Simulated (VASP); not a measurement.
MgO: single point with PBE

The system is MgO.

```xyz
2
Lattice="0.0000 2.1269 2.1907 2.1269 0.0000 2.1907 2.1269 2.1269 0.0000" Properties=species:S:1:pos:R:3 pbc="T T T"
Mg    0.0000    0.0000    0.0000
O     2.1269    2.1269    2.1907
```

This cell differs from its parent crystal: strain +0.0300 x Voigt [0, 0, 1, 0, 0, 0].

```
Program             : VASP 6.6.1
Task                : single point
Functional          : PBE
Potentials or basis : VASP PAW PBE potentials, release 64 (Mg, O)
Cutoff              : 520 eV
k mesh              : 10 × 10 × 10
Occupations         : gaussian, width 0.05 eV
Spin                : no spin polarisation
```

The pressure is -4.7 GPa and the band gap on the k mesh is 4.13 eV, direct.

Stress tensor (GPa, compression positive):
```
-3.29  0.00  0.00
 0.00 -3.29  0.00
 0.00  0.00 -7.41
```

Levels at points of the mesh, in eV from the valence-band top:
| k point | band 2 | band 3 | band 4 | band 5 | band 6 | band 7 |
| --- | --- | --- | --- | --- | --- | --- |
| (0.00, 0.00, 0.00) | -0.06 | -0.06 | 0.00 | 4.13 | 15.23 | 15.53 |
| (0.50, 0.00, 0.00) | -4.41 | -0.66 | -0.61 | 7.48 | 11.89 | 15.37 |
| (0.50, 0.50, 0.00) | -3.95 | -1.23 | -1.23 | 9.20 | 9.33 | 12.18 |
| (0.50, 0.00, 0.50) | -3.86 | -1.44 | -1.25 | 8.91 | 9.29 | 12.57 |

It took 11 s on 1 thread of Intel(R) Xeon(R) Platinum 8559C (Emerald Rapids) (shared host), peak memory 0.15 GiB.

Caveat: the cell differs from its parent crystal (strain +0.0300 x Voigt [0, 0, 1, 0, 0, 0]).
